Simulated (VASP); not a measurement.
# Ce (Cmcm) in VASP: single point with r2SCAN

Aim: the single point of Ce with r2SCAN.

All numbers are computed with VASP 6.6.1; they aren't measurements. Logs are shortened: lines on timing, memory, paths and dates and some standing lists are left out, and cuts for length are marked.

## Step 1: The cell of the first run

The structure is orthorhombic, space group Cmcm (No. 63). Conventional cell: a = 3.026 Å, b = 6.017 Å, c = 5.114 Å, α = 90.00°, β = 90.00°, γ = 90.00°. Within 3.7 Å of Ce (site symmetry m2m) lie 12 Ce at 2.80 to 3.50 Å.

## Step 2: Single point, r2SCAN

Input file POSCAR:

```
Ce
1.0
    1.5128510447      3.0086295646      0.0000000000
    1.5128510447     -3.0086295646      0.0000000000
    0.0000000000      0.0000000000     -5.1138128602
Ce
2
Direct
    0.0955705684      0.9044294316      0.7500000000
    0.9044294316      0.0955705684      0.2500000000
```

Input file INCAR.step1:

```
SYSTEM = Ce
  PREC = Accurate
  ENCUT = 520
  ISMEAR = -1
  SIGMA = 0.1
  LREAL = .False.
  LASPH = .True.
  NELM = 100
  NBANDS = 19
  GGA = PE
  ALGO = Normal
  EDIFF = 1E-4
  LWAVE = .True.
  LCHARG = .False.
```

Input file INCAR.step2:

```
SYSTEM = Ce
  PREC = Accurate
  ENCUT = 520
  EDIFF = 1E-7
  ISMEAR = -1
  SIGMA = 0.1
  LREAL = .False.
  LASPH = .True.
  NELM = 100
  ALGO = Normal
  ISIF = 2
  LWAVE = .False.
  LCHARG = .False.
  METAGGA = R2SCAN
  LMIXTAU = .True.
  NBANDS = 19
  ISTART = 1
```

Input file KPOINTS:

```
Automatic mesh
0
Gamma
  8 8 5
  0 0 0
```

Potentials or basis: VASP PAW PBE potentials, release 64 (Ce).

The run is started by

```sh
> cat potpaw_PBE.64/Ce/POTCAR > POTCAR
> cp INCAR.step1 INCAR
> mpirun -np 1 vasp_std > vasp.out
> cp INCAR.step2 INCAR
> mpirun -np 1 vasp_std > vasp.out
```

OUTCAR:

```text
SYSTEM = Ce
   PREC = Accurate
   ENCUT = 520
   EDIFF = 1E-7
   ISMEAR = -1
   LREAL = .False.
   LASPH = .True.
   NELM = 100
   ISIF = 2
   METAGGA = R2SCAN
   ISTART = 1

 ion  position               nearest neighbor table
   1  0.096  0.904  0.750-   2 2.80   2 2.80
   2  0.904  0.096  0.250-   1 2.80   1 2.80

  LATTYP: Found a base centered orthorhombic cell.
 ALAT       =     3.0257020894
 B/A-ratio  =     1.9887149995
 C/A-ratio  =     1.6901243775

  Lattice vectors:

 A1 = (   1.5128510447,   3.0086295646,   0.0000000000)
 A2 = (   1.5128510447,  -3.0086295646,   0.0000000000)
 A3 = (   0.0000000000,   0.0000000000,  -5.1138128602)

Analysis of symmetry for initial positions (statically):
=====================================================================
 Subroutine PRICEL returns:
 Original cell was already a primitive cell.

 Routine SETGRP: Setting up the symmetry group for a
 base centered orthorhombic supercell.

 Subroutine GETGRP returns: Found  8 space group operations
 (whereof  4 operations were pure point group operations)
 out of a pool of  8 trial point group operations.

The static configuration has the point symmetry C_2h.
 The point group associated with its full space group is D_2h.

Analysis of symmetry for dynamics (positions and initial velocities):
=====================================================================
 Subroutine PRICEL returns:
 Original cell was already a primitive cell.

 Routine SETGRP: Setting up the symmetry group for a
 base centered orthorhombic supercell.

 Subroutine GETGRP returns: Found  8 space group operations
 (whereof  4 operations were pure point group operations)
 out of a pool of  8 trial point group operations.

The dynamic configuration has the point symmetry C_2h.
 The point group associated with its full space group is D_2h.

 Subroutine INISYM returns: Found  8 space group operations
 (whereof  4 operations are pure point group operations),
 and found     1 'primitive' translations

----------------------------------------------------------------------------------------

                                     Primitive cell

  volume of cell :      46.5521

  direct lattice vectors                    reciprocal lattice vectors
     1.512851045  3.008629565  0.000000000     0.330501804  0.166188622  0.000000000
     1.512851045 -3.008629565  0.000000000     0.330501804 -0.166188622  0.000000000
     0.000000000  0.000000000 -5.113812860     0.000000000  0.000000000 -0.195548806

  length of vectors
     3.367576301  3.367576301  5.113812860     0.369932562  0.369932562  0.195548806

  position of ions in fractional coordinates (direct lattice)
     0.095570568  0.904429432  0.750000000
     0.904429432  0.095570568  0.250000000

  ion indices of the primitive-cell ions
   primitive index   ion index
                 1           1
                 2           2

----------------------------------------------------------------------------------------

 KPOINTS: Automatic mesh

Automatic generation of k-mesh.
 Grid dimensions read from file:
 generate k-points for:    8    8    5

 Generating k-lattice:

  Cartesian coordinates                     Fractional coordinates (reciprocal lattice)
     0.041312726  0.020773578  0.000000000     0.125000000  0.000000000  0.000000000
     0.041312726 -0.020773578  0.000000000     0.000000000  0.125000000  0.000000000
     0.000000000  0.000000000 -0.039109761     0.000000000  0.000000000  0.200000000

  Length of vectors
     0.046241570  0.046241570  0.039109761

  Shift w.r.t. Gamma in fractional coordinates (k-lattice)
     0.000000000  0.000000000  0.000000000

 Subroutine IBZKPT returns following result:
 ===========================================

 Found     63 irreducible k-points:

 Following reciprocal coordinates:
            Coordinates               Weight
  0.000000  0.000000  0.000000      1.000000
  0.125000  0.000000  0.000000      4.000000
  0.250000  0.000000  0.000000      4.000000
  0.375000  0.000000  0.000000      4.000000
  0.500000  0.000000  0.000000      2.000000
  0.125000  0.125000  0.000000      2.000000
[... 16 lines left out ...]
  0.125000  0.000000  0.200000      8.000000
  0.250000  0.000000  0.200000      8.000000
 [... further k-points ...]
   k-points           NKPTS =     63   k-points in BZ     NKDIM =     63   number of bands    NBANDS=     19
   number of dos      NEDOS =    301   number of ions     NIONS =      2
   total plane-waves  NPLWV =  31360
   dimension x,y,z NGX =    28 NGY =   28 NGZ =   40
   dimension x,y,z NGXF=    56 NGYF=   56 NGZF=   80
   ions per type =               2
   NGX,Y,Z   is equivalent  to a cutoff of  13.82, 13.82, 13.00 a.u.
   NGXF,Y,Z  is equivalent  to a cutoff of  27.65, 27.65, 26.01 a.u.
 SYSTEM =  Ce
   PREC   = accura    normal or accurate (medium, high low for compatibility)
   ISTART =      1    job   : 0-new  1-cont  2-samecut
   ICHARG =      0    charge: 1-file 2-atom 10-const
   ISPIN  =      1    spin polarized calculation?
   LNONCOLLINEAR =      F non collinear calculations
   LSORBIT =      F    spin-orbit coupling
   LASPH  =      T    aspherical Exc in radial PAW
   ENCUT  =  520.0 eV  38.22 Ry    6.18 a.u.   6.26  6.26  9.51*2*pi/ulx,y,z
   NELM   =    100;   NELMIN=  2; NELMDL=  0     # of ELM steps
   EDIFF  = 0.1E-06   stopping-criterion for ELM
   LREAL  =      F    real-space projection
   EDIFFG = 0.1E-05   stopping-criterion for IOM
   NSW    =      0    number of steps for IOM
   IBRION =     -1    ionic relax: 0-MD 1-quasi-New 2-CG
   NFREE  =      0    steps in history (QN), initial steepest desc. (CG)
   ISIF   =      2    stress and relaxation
   ISYM   =      2    0-nonsym 1-usesym 2-fastsym
   POTIM  = 0.5000    time-step for ionic-motion
   TEBEG  =    0.0;   TEEND  =   0.0 temperature during run
   PSTRESS=    0.0 pullay stress
   NELECT =      24.0000    total number of electrons
   NUPDOWN=      -1.0000    fix difference up-down
   EMIN   =  10.00;   EMAX   =-10.00  energy-range for DOS
   EFERMI =   0.00;   METHOD = LEGACY
   ISMEAR =    -1;   SIGMA  =   0.10  broadening in eV -4-tet -1-fermi 0-gaus
   EFERMI_NEDOS =   21; number of points for ismear=-14 and -15
   IALGO  =     38    algorithm
   IMIX   =      4    mixing-type and parameters
     AMIX     =   0.40;   BMIX     =  1.00
     AMIX_MAG =   1.60;   BMIX_MAG =  1.00
  volume/ion in A,a.u.               =      23.28       157.07
  Fermi-wavevector in a.u.,A,eV,Ry     =   1.312700  2.480642 23.445289  1.723180
  Thomas-Fermi vector in A             =   2.443074
   LORBIT       =      0    0 simple, 1 ext, 2 COOP (PROOUT), +10 PAW based schemes
   METAGGA = R2SCAN    functional components
   LHFCALC =     F    Hartree Fock is set to
   AEXX    =    0.0000 exact exchange contribution
   IVDW    =     0    specifies the selected vdW correction
   LEPSILON=     F    determine dielectric tensor
   LRPA    =     F    only Hartree local field effects (RPA)
 non-spin polarized calculation
  energy-cutoff  :      520.00
  volume of cell :       46.55
 maximum number of plane-waves:      1271
 NGX is ok and might be reduce to    28
   NGX = 13   NGY = 13   NGZ = 19

 number of electron      24.0000000 magnetization

 Free energy of the ion-electron system (eV)
  ---------------------------------------------------
  ext. energy  EPLUGINS =         0.00000000
  ---------------------------------------------------
  free energy    TOTEN  =       -61.62177470 eV

  energy without entropy =      -61.47016932  energy(sigma->0) =      -61.54597201

 E-fermi :  10.8507     XC(G=0): -12.8430

 val. band max:       10.8496455469   @ k =   0.0000   0.0000   0.0000
 cond. band min:      10.8531246807   @ k =   0.0000   0.0000   0.0000
 fundamental gap:      0.0034791338
 Fermi energy:        10.8506891220

 k-point     1 :       0.0000    0.0000    0.0000
  band No.  band energies     occupation
      1     -25.5328      2.00000
      2     -24.3231      2.00000
      3      -9.9090      2.00000
      4      -6.3808      2.00000
      5      -5.6764      2.00000
      6      -5.4801      2.00000
[... 11 lines left out ...]
     18      11.8786      0.00007
     19      11.9073      0.00005

 k-point     2 :       0.1250    0.0000    0.0000
  band No.  band energies     occupation
      1     -25.4278      2.00000
      2     -24.2457      2.00000
      3      -9.7730      2.00000
      4      -6.5411      2.00000
      5      -6.1247      2.00000
      6      -5.7853      2.00000
[... 11 lines left out ...]
     18      11.8510      0.00009
     19      11.9796      0.00003

 k-point     3 :       0.2500    0.0000    0.0000
  band No.  band energies     occupation
      1     -25.1604      2.00000
      2     -24.0528      2.00000
      3      -9.4199      2.00000
      4      -7.6820      2.00000
      5      -6.8628      2.00000
      6      -6.4676      2.00000
[... 11 lines left out ...]
     18      11.8280      0.00011
     19      12.0305      0.00002

 k-point     4 :       0.3750    0.0000    0.0000
  band No.  band energies     occupation
      1     -24.8687      2.00000
      2     -23.8531      2.00000
      3      -9.0217      2.00000
      4      -8.8917      2.00000
      5      -7.8408      2.00000
      6      -6.6944      2.00000
[... 11 lines left out ...]
     18      11.9384      0.00004
     19      12.0037      0.00002

 k-point     5 :       0.5000    0.0000    0.0000
  band No.  band energies     occupation
      1     -24.7392      2.00000
      2     -23.7687      2.00000
      3      -9.3602      2.00000
      4      -8.8392      2.00000
      5      -8.2392      2.00000
      6      -6.7582      2.00000
[... 11 lines left out ...]
     18      11.9436      0.00004
     19      12.0126      0.00002
[... 334 lines left out ...]
      2     -24.2048      2.00000
      3      -8.8245      2.00000
      4      -8.5420      2.00000
      5      -8.2324      2.00000
      6      -6.0880      2.00000
[... 11 lines left out ...]
     18      11.9991      0.00002
     19      12.0174      0.00002

 k-point    22 :       0.0000    0.0000    0.2000
  band No.  band energies     occupation
      1     -25.4320      2.00000
      2     -24.4568      2.00000
      3      -9.5153      2.00000
      4      -6.4690      2.00000
      5      -5.7009      2.00000
      6      -5.4389      2.00000
[... 11 lines left out ...]
     18      11.8462      0.00009
     19      11.8774      0.00007

 k-point    23 :       0.1250    0.0000    0.2000
  band No.  band energies     occupation
      1     -25.3289      2.00000
      2     -24.3755      2.00000
      3      -9.4006      2.00000
      4      -6.5746      2.00000
      5      -6.1700      2.00000
      6      -5.7898      2.00000
[... 11 lines left out ...]
     18      11.8203      0.00012
     19      11.9508      0.00003

 k-point    24 :       0.2500    0.0000    0.2000
  band No.  band energies     occupation
      1     -25.0668      2.00000
      2     -24.1730      2.00000
      3      -9.1255      2.00000
      4      -7.5551      2.00000
      5      -7.0125      2.00000
      6      -6.5370      2.00000
[... 11 lines left out ...]
     18      11.9325      0.00004
     19      11.9811      0.00002

 [... further k-points ...]
[... 5 lines left out ...]
  --------------------------------------------------------------------------------------
  -------------------------------------------------------------------------------------
  Total        1.3502394      1.3560420      1.4100353      0.0000000     -0.0000000      0.0000000
  in kB       46.4709596     46.6706682     48.5289455      0.0000000     -0.0000000      0.0000000
  external PRESSURE =      47.2235244 kB  Pullay stress =       0.0000000 kB

 VOLUME and BASIS-vectors are now :
 -----------------------------------------------------------------------------
  energy-cutoff  :      520.00
  volume of cell :       46.55
      direct lattice vectors                 reciprocal lattice vectors
     1.512851045  3.008629565  0.000000000     0.330501804  0.166188622  0.000000000
     1.512851045 -3.008629565  0.000000000     0.330501804 -0.166188622  0.000000000
     0.000000000  0.000000000 -5.113812860     0.000000000  0.000000000 -0.195548806

 POSITION                                       TOTAL-FORCE (eV/Angst)
 -----------------------------------------------------------------------------------
      1.51285     -2.43356     -3.83536         0.000000      0.005327     -0.000000
      1.51285      2.43356     -1.27845         0.000000     -0.005327      0.000000
 -----------------------------------------------------------------------------------
    total drift:                                0.000000      0.000000      0.000000

  FREE ENERGIE OF THE ION-ELECTRON SYSTEM (eV)
  ---------------------------------------------------
  free  energy   TOTEN  =       -61.6217746981 eV

  energy  without entropy=      -61.4701693158  energy(sigma->0) =      -61.54597201
```

Run time: 10 min. Hardware: 1 thread of AMD EPYC 7R43 (Zen 3), shared host; peak memory 0.19 GiB.

What came out:

```
Free energy            : -61.6218 eV
Pressure               : 4.7 GPa
Largest force          : 0.005 eV/Å
Band gap on the k mesh : zero (band 12 reaches 11.23 eV, above the bottom of band 13 at 10.45 eV)
```

Forces on the atoms (eV/Å):
```
Ce   0.000  0.005  0.000
Ce   0.000 -0.005  0.000
```

Levels at points of the mesh, in eV from the Fermi level:
```csv
k point,band 9,band 10,band 11,band 12,band 13,band 14,band 15,band 16
"(0.00, 0.00, 0.00)",-2.36,-2.05,-0.28,0.00,0.00,0.01,0.47,0.94
"(0.50, 0.00, 0.00)",-3.36,-2.22,-2.21,0.05,0.14,0.50,0.53,0.93
"(0.50, 0.50, 0.00)",-2.48,-0.82,-0.12,0.24,0.36,0.98,0.99,1.00
```

Caveat: the PAW data sets were made with another functional, which shifts forces and pressure a little; spin-orbit coupling is left out, which moves the levels of the heavy elements.
